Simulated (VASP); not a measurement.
# SrB2 (P6/mmm) in VASP: single point with PBE

Aim: the single point of SrB2 with PBE.

Program: VASP 6.6.1. These are calculated values, not measurements. Logs are shortened: lines on timing, memory, paths and dates and some standing lists are left out, and cuts for length are marked.

### 1 The cell of the first run

The structure is hexagonal, space group P6/mmm (No. 191). The conventional cell has a = 3.304 Å, b = 3.304 Å, c = 4.411 Å, α = 90.00°, β = 90.00°, γ = 120.00°. Sr (site symmetry 6/mmm) has 12 B at 2.92 Å and 6 Sr at 3.30 Å within 3.8 Å. B (site symmetry -6m2) has 3 B at 1.91 Å within 2.5 Å.

### 2 Single point, PBE

Input file INCAR:

```
  ALGO = Normal
  EDIFF = 1E-6
  ENCUT = 520
  GGA = PE
  ISIF = 2
  ISMEAR = 0
  LASPH = True
  LCHARG = False
  LREAL = False
  LWAVE = False
  NBANDS = 15
  NELM = 100
  PREC = Accurate
  SIGMA = 0.1
```

Input file KPOINTS:

```
k-points
0
Gamma
  6 6 4
```

Input file POSCAR:

```
SrB2
1.0
    3.3044828179      0.0000000000      0.0000000000
   -1.6522414090      2.8617660667      0.0000000000
    0.0000000000      0.0000000000      4.4105987141
Sr B
1 2
Direct
    0.0000000000      0.0000000000      0.5000000000
    0.3333333333      0.6666666667      0.0000048160
    0.6666666667      0.3333333333      0.9999951840
```

Potentials or basis: VASP PAW PBE potentials, release 64 (Sr_sv, B).

Command:

```console
$ cat potpaw_PBE.64/Sr_sv/POTCAR potpaw_PBE.64/B/POTCAR > POTCAR
$ mpirun -np 1 vasp_std > vasp.out
```

OUTCAR:

```text
EDIFF = 1E-6
   ENCUT = 520
   GGA = PE
   ISIF = 2
   ISMEAR = 0
   LASPH = True
   LREAL = False
   NELM = 100
   PREC = Accurate

 ion  position               nearest neighbor table
   1  0.000  0.000  0.500-   2 2.92   3 2.92   3 2.92   2 2.92   3 2.92   2 2.92   2 2.92   3 2.92
                             2 2.92   3 2.92   2 2.92   3 2.92
   2  0.333  0.667  0.000-   3 1.91   3 1.91   3 1.91   1 2.92   1 2.92   1 2.92   1 2.92   1 2.92
                             1 2.92
   3  0.667  0.333  1.000-   2 1.91   2 1.91   2 1.91   1 2.92   1 2.92   1 2.92   1 2.92   1 2.92
                             1 2.92

  LATTYP: Found a hexagonal cell.
 ALAT       =     3.3044828179
 C/A-ratio  =     1.3347319254

  Lattice vectors:

 A1 = (   3.3044828179,   0.0000000000,   0.0000000000)
 A2 = (  -1.6522414090,   2.8617660667,   0.0000000000)
 A3 = (   0.0000000000,   0.0000000000,   4.4105987141)

Analysis of symmetry for initial positions (statically):
=====================================================================
 Subroutine PRICEL returns:
 Original cell was already a primitive cell.

 Routine SETGRP: Setting up the symmetry group for a
 hexagonal supercell.

 Subroutine GETGRP returns: Found 24 space group operations
 (whereof 24 operations were pure point group operations)
 out of a pool of 24 trial point group operations.

The static configuration has the point symmetry D_6h.

Analysis of symmetry for dynamics (positions and initial velocities):
=====================================================================
 Subroutine PRICEL returns:
 Original cell was already a primitive cell.

 Routine SETGRP: Setting up the symmetry group for a
 hexagonal supercell.

 Subroutine GETGRP returns: Found 24 space group operations
 (whereof 24 operations were pure point group operations)
 out of a pool of 24 trial point group operations.

The dynamic configuration has the point symmetry D_6h.

 Subroutine INISYM returns: Found 24 space group operations
 (whereof 24 operations are pure point group operations),
 and found     1 'primitive' translations

----------------------------------------------------------------------------------------

                                     Primitive cell

  volume of cell :      41.7095

  direct lattice vectors                    reciprocal lattice vectors
     3.304482818  0.000000000  0.000000000     0.302619216  0.174717286  0.000000000
    -1.652241409  2.861766067  0.000000000     0.000000000  0.349434572  0.000000000
     0.000000000  0.000000000  4.410598714     0.000000000  0.000000000  0.226726589

  length of vectors
     3.304482818  3.304482818  4.410598714     0.349434572  0.349434572  0.226726589

  position of ions in fractional coordinates (direct lattice)
     0.000000000  0.000000000  0.500000000
     0.333333333  0.666666667  0.000004816
     0.666666667  0.333333333  0.999995184

  ion indices of the primitive-cell ions
   primitive index   ion index
                 1           1
                 2           2
                 3           3

----------------------------------------------------------------------------------------

 KPOINTS: k-points

Automatic generation of k-mesh.
 Grid dimensions read from file:
 generate k-points for:    6    6    4

 Generating k-lattice:

  Cartesian coordinates                     Fractional coordinates (reciprocal lattice)
     0.050436536  0.029119548  0.000000000     0.166666667  0.000000000  0.000000000
     0.000000000  0.058239095  0.000000000     0.000000000  0.166666667  0.000000000
     0.000000000  0.000000000  0.056681647     0.000000000  0.000000000  0.250000000

  Length of vectors
     0.058239095  0.058239095  0.056681647

  Shift w.r.t. Gamma in fractional coordinates (k-lattice)
     0.000000000  0.000000000  0.000000000

 Subroutine IBZKPT returns following result:
 ===========================================

 Found     21 irreducible k-points:

 Following reciprocal coordinates:
            Coordinates               Weight
  0.000000  0.000000  0.000000      1.000000
  0.166667 -0.000000  0.000000      6.000000
  0.333333  0.000000  0.000000      6.000000
  0.500000 -0.000000  0.000000      3.000000
  0.166667  0.166667  0.000000      6.000000
  0.333333  0.166667  0.000000     12.000000
[... 13 lines left out ...]
  0.333333  0.166667  0.500000     12.000000
  0.333333  0.333333  0.500000      2.000000
   k-points           NKPTS =     21   k-points in BZ     NKDIM =     21   number of bands    NBANDS=     15
   number of dos      NEDOS =    301   number of ions     NIONS =      3
   total plane-waves  NPLWV =  28224
   dimension x,y,z NGX =    28 NGY =   28 NGZ =   36
   dimension x,y,z NGXF=    56 NGYF=   56 NGZF=   72
   ions per type =               1   2
   NGX,Y,Z   is equivalent  to a cutoff of  14.09, 14.09, 13.57 a.u.
   NGXF,Y,Z  is equivalent  to a cutoff of  28.17, 28.17, 27.14 a.u.
 SYSTEM =  unknown system
   PREC   = accura    normal or accurate (medium, high low for compatibility)
   ISTART =      0    job   : 0-new  1-cont  2-samecut
   ICHARG =      2    charge: 1-file 2-atom 10-const
   ISPIN  =      1    spin polarized calculation?
   LNONCOLLINEAR =      F non collinear calculations
   LSORBIT =      F    spin-orbit coupling
   LASPH  =      T    aspherical Exc in radial PAW
   ENCUT  =  520.0 eV  38.22 Ry    6.18 a.u.   6.14  6.14  8.20*2*pi/ulx,y,z
   NELM   =    100;   NELMIN=  2; NELMDL= -5     # of ELM steps
   EDIFF  = 0.1E-05   stopping-criterion for ELM
   LREAL  =      F    real-space projection
   EDIFFG = 0.1E-04   stopping-criterion for IOM
   NSW    =      0    number of steps for IOM
   IBRION =     -1    ionic relax: 0-MD 1-quasi-New 2-CG
   NFREE  =      0    steps in history (QN), initial steepest desc. (CG)
   ISIF   =      2    stress and relaxation
   ISYM   =      2    0-nonsym 1-usesym 2-fastsym
   POTIM  = 0.5000    time-step for ionic-motion
   TEBEG  =    0.0;   TEEND  =   0.0 temperature during run
   PSTRESS=    0.0 pullay stress
   NELECT =      16.0000    total number of electrons
   NUPDOWN=      -1.0000    fix difference up-down
   EMIN   =  10.00;   EMAX   =-10.00  energy-range for DOS
   EFERMI =   0.00;   METHOD = LEGACY
   ISMEAR =     0;   SIGMA  =   0.10  broadening in eV -4-tet -1-fermi 0-gaus
   EFERMI_NEDOS =   21; number of points for ismear=-14 and -15
   IALGO  =     38    algorithm
   IMIX   =      4    mixing-type and parameters
     AMIX     =   0.40;   BMIX     =  1.00
     AMIX_MAG =   1.60;   BMIX_MAG =  1.00
  volume/ion in A,a.u.               =      13.90        93.82
  Fermi-wavevector in a.u.,A,eV,Ry     =   1.189515  2.247857 19.251494  1.414945
  Thomas-Fermi vector in A             =   2.325620
   LORBIT       =      0    0 simple, 1 ext, 2 COOP (PROOUT), +10 PAW based schemes
   GGA     = PE    functional components
   LHFCALC =     F    Hartree Fock is set to
   AEXX    =    0.0000 exact exchange contribution
   IVDW    =     0    specifies the selected vdW correction
   LEPSILON=     F    determine dielectric tensor
   LRPA    =     F    only Hartree local field effects (RPA)
 non-spin polarized calculation
 Gauss-broadening in eV      SIGMA  =   0.10
  energy-cutoff  :      520.00
  volume of cell :       41.71
 maximum number of plane-waves:      1146
 NGX is ok and might be reduce to    28
   NGX = 13   NGY = 13   NGZ = 17

 number of electron      16.0000000 magnetization

 Free energy of the ion-electron system (eV)
  ---------------------------------------------------
  ext. energy  EPLUGINS =         0.00000000
  ---------------------------------------------------
  free energy    TOTEN  =       -14.50417481 eV

  energy without entropy =      -14.49788469  energy(sigma->0) =      -14.50102975

 E-fermi :   4.3757     XC(G=0): -10.6374

 val. band max:        4.3226883683   @ k =   0.1667  -0.0000   0.0000
 cond. band min:       4.4608143430   @ k =   0.5000  -0.0000   0.5000
 fundamental gap:      0.1381259747
 Fermi energy:         4.3757388017

 k-point     1 :       0.0000    0.0000    0.0000
  band No.  band energies     occupation
      1     -30.4635      2.00000
      2     -12.4654      2.00000
      3     -11.9006      2.00000
      4     -11.9006      2.00000
      5      -5.6279      2.00000
      6       2.9164      2.00000
      7       4.2150      1.97698
      8       4.7119      0.00000
      9       4.7119      0.00000
     10       9.6311      0.00000
     11       9.6311      0.00000
     12      10.3155      0.00000
     13      11.1618      0.00000
     14      11.1618      0.00000
     15      11.8038      0.00000

 k-point     2 :       0.1667   -0.0000    0.0000
  band No.  band energies     occupation
      1     -30.4056      2.00000
      2     -12.3739      2.00000
      3     -12.3629      2.00000
      4     -11.9942      2.00000
      5      -5.1337      2.00000
      6       2.7744      2.00000
      7       3.0857      2.00000
      8       4.3227      1.54689
      9       5.0149      0.00000
     10       8.2999      0.00000
     11       9.9633      0.00000
     12      10.2924      0.00000
     13      10.9131      0.00000
     14      11.2757      0.00000
     15      12.3806      0.00000

 k-point     3 :       0.3333    0.0000    0.0000
  band No.  band energies     occupation
      1     -30.2870      2.00000
      2     -13.1749      2.00000
      3     -12.1835      2.00000
      4     -12.1742      2.00000
      5      -3.8450      2.00000
      6       0.4684      2.00000
      7       2.5315      2.00000
      8       3.6263      2.00000
      9       5.1624      0.00000
     10       8.0092      0.00000
     11       9.2204      0.00000
     12      10.4182      0.00000
     13      10.4675      0.00000
     14      11.9189      0.00000
     15      13.7720      0.00000

 k-point     4 :       0.5000   -0.0000    0.0000
  band No.  band energies     occupation
      1     -30.2261      2.00000
      2     -13.5414      2.00000
      3     -12.2609      2.00000
      4     -12.0844      2.00000
      5      -2.1300      2.00000
      6      -1.7358      2.00000
      7       2.4315      2.00000
      8       3.3234      2.00000
      9       4.7004      0.00000
     10       7.1154      0.00000
     11      10.1375      0.00000
     12      10.1926      0.00000
     13      11.6083      0.00000
     14      13.7582      0.00000
     15      14.2157      0.00000
[... 253 lines left out ...]
 k-point    19 :       0.1667    0.1667    0.5000
  band No.  band energies     occupation
      1     -30.3122      2.00000
      2     -12.8660      2.00000
      3     -12.4480      2.00000
      4     -12.2101      2.00000
      5      -3.7317      2.00000
      6       1.5020      2.00000
      7       2.0459      2.00000
      8       2.9072      2.00000
      9       5.4151      0.00000
     10       8.3847      0.00000
     11      10.0354      0.00000
     12      10.8709      0.00000
     13      11.0643      0.00000
     14      12.6298      0.00000
     15      12.9941      0.00000

 k-point    20 :       0.3333    0.1667    0.5000
  band No.  band energies     occupation
      1     -30.2220      2.00000
      2     -13.3049      2.00000
      3     -12.4846      2.00000
      4     -12.2423      2.00000
      5      -2.9523      2.00000
      6      -0.5166      2.00000
      7       2.0700      2.00000
      8       3.5126      2.00000
      9       4.5868      0.00283
     10       9.6994      0.00000
     11      10.3275      0.00000
     12      11.4328      0.00000
     13      11.7838      0.00000
     14      12.0466      0.00000
     15      12.4229      0.00000

 k-point    21 :       0.3333    0.3333    0.5000
  band No.  band energies     occupation
      1     -30.1917      2.00000
      2     -13.0296      2.00000
      3     -13.0296      2.00000
      4     -12.1738      2.00000
      5      -1.8315      2.00000
      6      -1.8315      2.00000
      7       1.4178      2.00000
      8       4.5044      0.06880
      9       4.5044      0.06880
     10      10.4521      0.00000
     11      11.0862      0.00000
     12      11.0862      0.00000
     13      11.3973      0.00000
     14      11.3973      0.00000
     15      13.4892      0.00000

------------------------ aborting loop because EDIFF is reached ----------------------------------------

  FORCE on cell =-STRESS in cart. coord.  units (eV):
  Direction    XX          YY          ZZ          XY          YZ          ZX
  --------------------------------------------------------------------------------------
  -------------------------------------------------------------------------------------
  Total        0.0343058      0.0343058      0.1154126     -0.0000000      0.0000000      0.0000000
  in kB        1.3177817      1.3177817      4.4333155     -0.0000000      0.0000000      0.0000000
  external PRESSURE =       2.3562929 kB  Pullay stress =       0.0000000 kB

 VOLUME and BASIS-vectors are now :
 -----------------------------------------------------------------------------
  energy-cutoff  :      520.00
  volume of cell :       41.71
      direct lattice vectors                 reciprocal lattice vectors
     3.304482818  0.000000000  0.000000000     0.302619216  0.174717286  0.000000000
    -1.652241409  2.861766067  0.000000000     0.000000000  0.349434572  0.000000000
     0.000000000  0.000000000  4.410598714     0.000000000  0.000000000  0.226726589

 POSITION                                       TOTAL-FORCE (eV/Angst)
 -----------------------------------------------------------------------------------
      0.00000      0.00000      2.20530        -0.000000      0.000000      0.000000
     -0.00000      1.90784      0.00002         0.000000     -0.000000      0.000000
      1.65224      0.95392      4.41058         0.000000      0.000000     -0.000000
 -----------------------------------------------------------------------------------
    total drift:                               -0.000000      0.000000      0.000000

  FREE ENERGIE OF THE ION-ELECTRON SYSTEM (eV)
  ---------------------------------------------------
  free  energy   TOTEN  =       -14.5041748056 eV

  energy  without entropy=      -14.4978846924  energy(sigma->0) =      -14.50102975
```

It took 24 s on 1 thread of AMD EPYC 7R13 (Zen 3), shared host; peak memory 0.14 GiB.

Results:

| Quantity | Value |
| --- | --- |
| Free energy | -14.5042 eV |
| Pressure | 0.2 GPa |
| Band gap on the k mesh | zero (band 8 reaches 5.19 eV, above the bottom of band 9 at 3.84 eV) |

Stress tensor (GPa, compression positive):
```
0.13 0.00 0.00
0.00 0.13 0.00
0.00 0.00 0.44
```

Caveat: the k points lie up to 0.37 Å⁻¹ apart.
